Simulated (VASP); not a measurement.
CuO4, 5 atoms in the cell. The structure is cubic, space group Pm-3m (No. 221). Conventional cell: a = 3.673 Å, b = 3.673 Å, c = 3.673 Å, α = 90.00°, β = 90.00°, γ = 90.00°. Cu (site symmetry m-3m) has 6 O at 1.84 Å within 2.4 Å. Within 2.4 Å of O (site symmetry 4/mmm) lie 2 Cu at 1.84 Å. Within 3.4 Å of O (site symmetry m-3m) lie 12 O at 2.60 Å and 8 Cu at 3.18 Å. 

* Program: VASP 6.6.1
* Task: single point
* Functional: LDA
* Potentials or basis: VASP PAW LDA potentials, release 64 (Cu, O)
* Cutoff: 600 eV
* k mesh: 4 × 4 × 4
* Occupations: fermi-dirac, width 0.05 eV
* Spin: collinear spin
* Starting moments: [0.6, 0.0, 0.0, 0.0, 0.0] μB
* Hubbard terms: Cu d U = 5.0 eV
* Dipole correction: no
* Further INCAR settings: ALGO = Normal; EDIFF = 1e-06; NBANDS = 30

Potentials or basis: VASP PAW LDA potentials, release 64 (Cu, O).

Command:

```sh
$ cat potpaw_LDA.64/Cu/POTCAR potpaw_LDA.64/O/POTCAR > POTCAR
$ mpirun -np 1 vasp_std > vasp.out
```

Hardware: 1 thread of Intel Xeon 8259CL (shared host).

Task: Estimate the wall time of this run.

Result: Wall time 53 s on 1 thread of Intel Xeon 8259CL (shared host), peak memory 0.17 GiB. Counts: scf iterations 28, k points 10.
